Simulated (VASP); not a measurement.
# MgSn4N (P4/mmm) in VASP: a series of runs

The runs below take MgSn4N through relaxation of cell and atoms, single point, with PBE.

All numbers are computed with VASP 6.6.1; they aren't measurements. Logs are shortened: lines on timing, memory, paths and dates and some standing lists are left out, and cuts for length are marked.

### 1 The cell of the first run

It takes space group P4/mmm (No. 123, tetragonal). Conventional cell: a = 4.892 Å, b = 4.892 Å, c = 6.981 Å, α = 90.00°, β = 90.00°, γ = 90.00°. Within 3.9 Å of Mg (site symmetry 4/mmm) lie 8 Sn at 2.95 Å. Sn (site symmetry 2mm) has 2 Mg at 2.95 Å and 2 N at 3.06 Å and 6 Sn at 3.31 to 3.67 Å within 3.9 Å. Within 4.0 Å of N (site symmetry 4/mmm) lie 8 Sn at 3.06 Å.

The cell was generated, and may not be a known phase.

### 2 Relaxation of cell and atoms, PBE

Contents of INCAR:

```
SYSTEM = MgSn4N
PREC = Accurate
ENCUT = 600
EDIFF = 1E-6
ISMEAR = 0
SIGMA = 0.1
LREAL = .False.
LASPH = .True.
NELM = 80
ALGO = Fast
ISIF = 3
LWAVE = .False.
LCHARG = .False.
GGA = PE
IBRION = 2
NSW = 90
EDIFFG = -0.04
```

Contents of KPOINTS:

```
regular mesh
0
Gamma
  4 4 4
  0 0 0
```

Contents of POSCAR:

```
MgSn4N
1.0
    4.8921162800      0.0000000000      0.0000000000
    0.0000000000      4.8921162800      0.0000000000
    0.0000000000      0.0000000000      6.9812962300
Mg Sn N
1 4 1
Direct
    0.0000000000      0.0000000000      0.0000000000
    0.5000000000      0.0000000000      0.7628759100
    0.0000000000      0.5000000000      0.2371240900
    0.5000000000      0.0000000000      0.2371240900
    0.0000000000      0.5000000000      0.7628759100
    0.5000000000      0.5000000000      0.5000000000
```

Potentials or basis: VASP PAW PBE potentials, release 64 (Mg, Sn_d, N).

Command:

```sh
cat potpaw_PBE.64/Mg/POTCAR potpaw_PBE.64/Sn_d/POTCAR potpaw_PBE.64/N/POTCAR > POTCAR
mpirun -np 1 vasp_std > vasp.out
```

OUTCAR:

```text
SYSTEM = MgSn4N
   PREC = Accurate
   ENCUT = 600
   EDIFF = 1E-6
   ISMEAR = 0
   LREAL = .False.
   LASPH = .True.
   NELM = 80
   ISIF = 3
   GGA = PE
   IBRION = 2
   NSW = 90
   EDIFFG = -0.04

 ion  position               nearest neighbor table
   1  0.000  0.000  0.000-   2 2.95   3 2.95   4 2.95   5 2.95   3 2.95   5 2.95   2 2.95   4 2.95

   2  0.500  0.000  0.763-   1 2.95   1 2.95   4 3.31   5 3.46   5 3.46   5 3.46   5 3.46   4 3.67

   3  0.000  0.500  0.237-   1 2.95   1 2.95   5 3.31   4 3.46   4 3.46   4 3.46   4 3.46   5 3.67

   4  0.500  0.000  0.237-   1 2.95   1 2.95   2 3.31   3 3.46   3 3.46   3 3.46   3 3.46   2 3.67

   5  0.000  0.500  0.763-   1 2.95   1 2.95   3 3.31   2 3.46   2 3.46   2 3.46   2 3.46   3 3.67

   6  0.500  0.500  0.500-

  LATTYP: Found a simple tetragonal cell.
 ALAT       =     4.8921162800
 C/A-ratio  =     1.4270503460

  Lattice vectors:

 A1 = (   4.8921162800,   0.0000000000,   0.0000000000)
 A2 = (   0.0000000000,   4.8921162800,   0.0000000000)
 A3 = (   0.0000000000,   0.0000000000,   6.9812962300)

Analysis of symmetry for initial positions (statically):
=====================================================================
 Subroutine PRICEL returns:
 Original cell was already a primitive cell.

 Routine SETGRP: Setting up the symmetry group for a
 simple tetragonal supercell.

 Subroutine GETGRP returns: Found 16 space group operations
 (whereof 16 operations were pure point group operations)
 out of a pool of 16 trial point group operations.

The static configuration has the point symmetry D_4h.

Analysis of symmetry for dynamics (positions and initial velocities):
=====================================================================
 Subroutine PRICEL returns:
 Original cell was already a primitive cell.

 Routine SETGRP: Setting up the symmetry group for a
 simple tetragonal supercell.

 Subroutine GETGRP returns: Found 16 space group operations
 (whereof 16 operations were pure point group operations)
 out of a pool of 16 trial point group operations.

The dynamic configuration has the point symmetry D_4h.

 Subroutine INISYM returns: Found 16 space group operations
 (whereof 16 operations are pure point group operations),
 and found     1 'primitive' translations

----------------------------------------------------------------------------------------

                                     Primitive cell

  volume of cell :     167.0820

  direct lattice vectors                    reciprocal lattice vectors
     4.892116280  0.000000000  0.000000000     0.204410513  0.000000000  0.000000000
     0.000000000  4.892116280  0.000000000     0.000000000  0.204410513  0.000000000
     0.000000000  0.000000000  6.981296230     0.000000000  0.000000000  0.143239875

  length of vectors
     4.892116280  4.892116280  6.981296230     0.204410513  0.204410513  0.143239875

  position of ions in fractional coordinates (direct lattice)
     0.000000000  0.000000000  0.000000000
     0.500000000  0.000000000  0.762875910
     0.000000000  0.500000000  0.237124090
     0.500000000  0.000000000  0.237124090
     0.000000000  0.500000000  0.762875910
     0.500000000  0.500000000  0.500000000

  ion indices of the primitive-cell ions
   primitive index   ion index
                 1           1
                 2           2
                 3           3
                 4           4
                 5           5
                 6           6

----------------------------------------------------------------------------------------

 KPOINTS: regular mesh

Automatic generation of k-mesh.
 Grid dimensions read from file:
 generate k-points for:    4    4    4

 Generating k-lattice:

  Cartesian coordinates                     Fractional coordinates (reciprocal lattice)
     0.051102628  0.000000000  0.000000000     0.250000000  0.000000000  0.000000000
     0.000000000  0.051102628  0.000000000     0.000000000  0.250000000  0.000000000
     0.000000000  0.000000000  0.035809969     0.000000000  0.000000000  0.250000000

  Length of vectors
     0.051102628  0.051102628  0.035809969

  Shift w.r.t. Gamma in fractional coordinates (k-lattice)
     0.000000000  0.000000000  0.000000000

 Subroutine IBZKPT returns following result:
 ===========================================

 Found     18 irreducible k-points:

 Following reciprocal coordinates:
            Coordinates               Weight
  0.000000  0.000000  0.000000      1.000000
  0.250000  0.000000  0.000000      4.000000
  0.500000  0.000000  0.000000      2.000000
  0.250000  0.250000  0.000000      4.000000
  0.500000  0.250000  0.000000      4.000000
  0.500000  0.500000  0.000000      1.000000
[... 10 lines left out ...]
  0.500000  0.250000  0.500000      4.000000
  0.500000  0.500000  0.500000      1.000000
   k-points           NKPTS =     18   k-points in BZ     NKDIM =     18   number of bands    NBANDS=     37
   number of dos      NEDOS =    301   number of ions     NIONS =      6
   total plane-waves  NPLWV =  89600
   dimension x,y,z NGX =    40 NGY =   40 NGZ =   56
   dimension x,y,z NGXF=    80 NGYF=   80 NGZF=  112
   ions per type =               1   4   1
   NGX,Y,Z   is equivalent  to a cutoff of  13.59, 13.59, 13.34 a.u.
   NGXF,Y,Z  is equivalent  to a cutoff of  27.19, 27.19, 26.67 a.u.
 SYSTEM =  MgSn4N
   PREC   = accura    normal or accurate (medium, high low for compatibility)
   ISTART =      0    job   : 0-new  1-cont  2-samecut
   ICHARG =      2    charge: 1-file 2-atom 10-const
   ISPIN  =      1    spin polarized calculation?
   LNONCOLLINEAR =      F non collinear calculations
   LSORBIT =      F    spin-orbit coupling
   LASPH  =      T    aspherical Exc in radial PAW
   ENCUT  =  600.0 eV  44.10 Ry    6.64 a.u.   9.77  9.77 13.94*2*pi/ulx,y,z
   NELM   =     80;   NELMIN=  2; NELMDL= -5     # of ELM steps
   EDIFF  = 0.1E-05   stopping-criterion for ELM
   LREAL  =      F    real-space projection
   EDIFFG = -.4E-01   stopping-criterion for IOM
   NSW    =     90    number of steps for IOM
   IBRION =      2    ionic relax: 0-MD 1-quasi-New 2-CG
   NFREE  =      1    steps in history (QN), initial steepest desc. (CG)
   ISIF   =      3    stress and relaxation
   ISYM   =      2    0-nonsym 1-usesym 2-fastsym
   POTIM  = 0.5000    time-step for ionic-motion
   TEBEG  =    0.0;   TEEND  =   0.0 temperature during run
   PSTRESS=    0.0 pullay stress
   NELECT =      63.0000    total number of electrons
   NUPDOWN=      -1.0000    fix difference up-down
   EMIN   =  10.00;   EMAX   =-10.00  energy-range for DOS
   EFERMI =   0.00;   METHOD = LEGACY
   ISMEAR =     0;   SIGMA  =   0.10  broadening in eV -4-tet -1-fermi 0-gaus
   EFERMI_NEDOS =   21; number of points for ismear=-14 and -15
   IALGO  =     68    algorithm
   IMIX   =      4    mixing-type and parameters
     AMIX     =   0.40;   BMIX     =  1.00
     AMIX_MAG =   1.60;   BMIX_MAG =  1.00
  volume/ion in A,a.u.               =      27.85       187.92
  Fermi-wavevector in a.u.,A,eV,Ry     =   1.182711  2.234999 19.031888  1.398804
  Thomas-Fermi vector in A             =   2.318959
   LORBIT       =      0    0 simple, 1 ext, 2 COOP (PROOUT), +10 PAW based schemes
   GGA     = PE    functional components
   LHFCALC =     F    Hartree Fock is set to
   AEXX    =    0.0000 exact exchange contribution
   IVDW    =     0    specifies the selected vdW correction
   LEPSILON=     F    determine dielectric tensor
   LRPA    =     F    only Hartree local field effects (RPA)
 conjugate gradient relaxation of ions
 non-spin polarized calculation
 RMM-DIIS sequential band-by-band and
 Gauss-broadening in eV      SIGMA  =   0.10
  energy-cutoff  :      600.00
  volume of cell :      167.08
 maximum number of plane-waves:      5612
 NGX is ok and might be reduce to    40
   NGX = 19   NGY = 19   NGZ = 27

--------------------------------------- Ionic step        1  -------------------------------------------

 number of electron      62.9999986 magnetization

 Free energy of the ion-electron system (eV)
  ---------------------------------------------------
  ext. energy  EPLUGINS =         0.00000000
  ---------------------------------------------------
  free energy    TOTEN  =       -20.88807363 eV

  energy without entropy =      -20.85975458  energy(sigma->0) =      -20.87391411

------------------------ aborting loop because EDIFF is reached ----------------------------------------

  FORCE on cell =-STRESS in cart. coord.  units (eV):
  Direction    XX          YY          ZZ          XY          YZ          ZX
  --------------------------------------------------------------------------------------
  -------------------------------------------------------------------------------------
  Total       -4.6131976     -4.6131976     -4.4287542      0.0000000      0.0000000      0.0000000
  in kB      -44.2367319    -44.2367319    -42.4680727      0.0000000      0.0000000      0.0000000
  external PRESSURE =     -43.6471789 kB  Pullay stress =       0.0000000 kB
[... 101 lines left out ...]
  FREE ENERGIE OF THE ION-ELECTRON SYSTEM (eV)
  ---------------------------------------------------
  free  energy   TOTEN  =       -21.5721314503 eV

  energy  without entropy=      -21.5473346628  energy(sigma->0) =      -21.55973306

 E-fermi :   7.3509     XC(G=0): -10.2142

 val. band max:        7.3402870944   @ k =   0.5000   0.2500   0.2500
 cond. band min:       7.3861719625   @ k =   0.2500   0.0000   0.2500
 fundamental gap:      0.0458848682
 Fermi energy:         7.3508716788

 k-point     1 :       0.0000    0.0000    0.0000
  band No.  band energies     occupation
      1     -14.3732      2.00000
      2     -14.3003      2.00000
      3     -14.2788      2.00000
      4     -14.2735      2.00000
      5     -14.2258      2.00000
      6     -14.2258      2.00000
[... 709 lines left out ...]
     36       9.3133      0.00000
     37      11.2524      0.00000

[... ionic steps 4 to 14 ...]

--------------------------------------- Ionic step       15  -------------------------------------------

 number of electron      62.9999983 magnetization

------------------------ aborting loop because EDIFF is reached ----------------------------------------

  FORCE on cell =-STRESS in cart. coord.  units (eV):
  Direction    XX          YY          ZZ          XY          YZ          ZX
  --------------------------------------------------------------------------------------
  -------------------------------------------------------------------------------------
  Total        0.3181726      0.3181726     -0.0731432      0.0000000      0.0000000     -0.0000000
  in kB        3.5365874      3.5365874     -0.8130095      0.0000000      0.0000000     -0.0000000
  external PRESSURE =       2.0867217 kB  Pullay stress =       0.0000000 kB
[... 65 lines left out ...]
  energy  without entropy=      -22.2170418666  energy(sigma->0) =      -22.22919545

--------------------------------------- Ionic step       17  -------------------------------------------

 number of electron      62.9999990 magnetization

 Free energy of the ion-electron system (eV)
  ---------------------------------------------------
  ext. energy  EPLUGINS =         0.00000000
  ---------------------------------------------------
  free energy    TOTEN  =       -22.24383829 eV

  energy without entropy =      -22.22058751  energy(sigma->0) =      -22.23221290

 E-fermi :   6.5045     XC(G=0):  -9.8242

 val. band max:        6.4776766456   @ k =   0.5000   0.0000   0.5000
 cond. band min:       6.5337218694   @ k =   0.2500   0.0000   0.0000
 fundamental gap:      0.0560452238
 Fermi energy:         6.5044848280

 k-point     1 :       0.0000    0.0000    0.0000
  band No.  band energies     occupation
      1     -15.1726      2.00000
      2     -15.1224      2.00000
      3     -15.1053      2.00000
      4     -15.0812      2.00000
      5     -15.0481      2.00000
      6     -15.0456      2.00000
[... 742 lines left out ...]
  FREE ENERGIE OF THE ION-ELECTRON SYSTEM (eV)
  ---------------------------------------------------
  free  energy   TOTEN  =       -22.2438382913 eV

  energy  without entropy=      -22.2205875120  energy(sigma->0) =      -22.23221290

 reached required accuracy - stopping structural energy minimisation
```

Wall time 36 min (1 thread of Oxide Virtual Turin-like, shared host); peak memory 0.35 GiB.

What came out:

| Item | Value |
| --- | --- |
| Free energy | -22.2438 eV |
| Relaxed volume | 24.19 Å³/atom |
| Relaxed cell | a = 4.638 Å, b = 4.638 Å, c = 6.746 Å, α = 90.00°, β = 90.00°, γ = 90.00° |
| Space group after relaxing (to 0.1 Å) | P4/mmm (No. 123) |
| Energy gained by relaxing | 226.0 meV/atom |
| Ionic steps | 17 |
| Pressure after relaxing | 0.0 GPa |
| Largest force after relaxing | 0.004 eV/Å |
| Band gap on the k mesh | zero (an odd number of electrons rules out a gap without spin polarisation) |

Forces in eV/Å, atoms in the order of the input:
```
Mg   0.000  0.000  0.000
Sn   0.000  0.000 -0.004
Sn   0.000  0.000  0.004
Sn   0.000  0.000  0.004
Sn   0.000  0.000 -0.004
N    0.000  0.000  0.000
```

The path:
| step | energy change (eV) | largest force (eV/Å) | pressure (GPa) | volume (Å³) |
| --- | --- | --- | --- | --- |
| 1 | 0.0000 | 1.0734 | -4.36 | 167.08 |
| 2 | -0.5581 | 1.2430 | -1.06 | 149.40 |
| 3 | -0.6841 | 1.2665 | 2.92 | 137.53 |
| 4 | -1.0574 | 0.7337 | 3.50 | 135.24 |
| 5 | -1.1273 | 0.4224 | 5.63 | 132.56 |
| 6 | -1.1703 | 0.4463 | 4.16 | 133.95 |
| 7 | -1.1776 | 0.0087 | 4.79 | 133.17 |
| 8 | -1.1833 | 0.1981 | 4.51 | 133.49 |
| 9 | -1.3333 | 0.0523 | -0.89 | 147.45 |
| 10 | -1.3399 | 0.0607 | -0.12 | 144.81 |
| 11 | -1.3398 | 0.0636 | 0.04 | 144.58 |
| 12 | -1.3422 | 0.0725 | 0.03 | 144.53 |
| 13 | -1.3476 | 0.1059 | 0.08 | 144.38 |
| 14 | -1.3507 | 0.1342 | 0.26 | 144.01 |
| 15 | -1.3511 | 0.1327 | 0.21 | 144.14 |
| 16 | -1.3533 | 0.0958 | 0.16 | 144.42 |
| 17 | -1.3558 | 0.0042 | 0.03 | 145.11 |

Final structure:
```cif
data_structure
_symmetry_space_group_name_H-M 'P 1'
_symmetry_Int_Tables_number 1
_cell_length_a 4.6382
_cell_length_b 4.6382
_cell_length_c 6.7455
_cell_angle_alpha 90.000
_cell_angle_beta 90.000
_cell_angle_gamma 90.000
_cell_volume 145.11
loop_
_atom_site_label
_atom_site_type_symbol
_atom_site_fract_x
_atom_site_fract_y
_atom_site_fract_z
_atom_site_occupancy
Mg1 Mg 0.00000 0.00000 0.00000 1
Sn1 Sn 0.50000 0.00000 0.71353 1
Sn2 Sn 0.00000 0.50000 0.28647 1
Sn3 Sn 0.50000 0.00000 0.28647 1
Sn4 Sn 0.00000 0.50000 0.71353 1
N1 N 0.50000 0.50000 0.50000 1
```

Caveat: spin-orbit coupling is left out, which moves the levels of the heavy elements.

### 3 Single point, PBE

This run uses another cell than the first one, of 24.27 Å³/atom.

Contents of INCAR:

```
PREC = Accurate
ENCUT = 520
EDIFF = 1E-7
ISMEAR = 0
SIGMA = 0.1
LREAL = False
LASPH = True
NELM = 80
ALGO = Fast
ISIF = 2
LWAVE = False
LCHARG = False
GGA = PE
NBANDS = 40
```

Contents of KPOINTS:

```
Automatic mesh
0
Gamma
  8 8 6
```

Contents of POSCAR:

```
MgSn4N
1.0
    4.5784096979      0.0000000000      0.0000000000
    0.0000000000      4.5784096979      0.0000000000
    0.0000000000      0.0000000000      6.9463304546
Mg Sn N
1 4 1
Direct
    0.0000000000      0.0000000000      0.0000000000
    0.5000000000      0.0000000000      0.7098027883
    0.0000000000      0.5000000000      0.2901972117
    0.5000000000      0.0000000000      0.2901972117
    0.0000000000      0.5000000000      0.7098027883
    0.5000000000      0.5000000000      0.5000000000
```

Potentials or basis: VASP PAW PBE potentials, release 64 (Mg, Sn_d, N).

Command:

```sh
cat potpaw_PBE.64/Mg/POTCAR potpaw_PBE.64/Sn_d/POTCAR potpaw_PBE.64/N/POTCAR > POTCAR
mpirun -np 1 vasp_std > vasp.out
```

Run time: 7.4 min. Hardware: 1 thread of Oxide Virtual Turin-like, shared host; peak memory 0.41 GiB.

The run converged. Its results:

| Item | Value |
| --- | --- |
| Free energy | -22.3100 eV |
| Pressure | -0.1 GPa |
| Largest force | 0.010 eV/Å |
| Band gap on the k mesh | zero (an odd number of electrons rules out a gap without spin polarisation) |

Forces on the atoms (eV/Å):
```
Mg   0.000  0.000  0.000
Sn   0.000  0.000  0.010
Sn   0.000  0.000 -0.010
Sn   0.000  0.000 -0.010
Sn   0.000  0.000  0.010
N    0.000  0.000  0.000
```

Levels at points of the mesh, in eV from the Fermi level:
```tsv
k point	band 27	band 28	band 29	band 30	band 31	band 32	band 33	band 34	band 35	band 36
(0.00, 0.00, 0.00)	-4.08	-2.69	-1.74	-0.69	-0.69	-0.28	-0.28	-0.28	2.48	3.58
(0.50, 0.00, 0.00)	-3.51	-2.57	-1.58	-0.69	-0.20	0.38	1.21	1.65	1.75	1.85
(0.50, 0.50, 0.00)	-4.39	-3.35	-3.35	-3.16	-2.14	0.51	0.79	0.79	1.86	4.53
(0.00, 0.00, 0.50)	-3.61	-2.99	-1.89	-1.43	-1.43	0.42	0.42	0.46	1.89	3.24
(0.50, 0.00, 0.50)	-2.50	-2.31	-0.70	-0.16	-0.16	0.22	0.54	0.89	1.01	1.22
(0.50, 0.50, 0.50)	-4.40	-4.30	-1.81	-1.81	-1.33	0.54	1.29	1.29	1.65	1.65
```

Caveat: spin-orbit coupling is left out, which moves the levels of the heavy elements.

The gap in the log of VASP goes by the Fermi energy; the results here count the filled bands.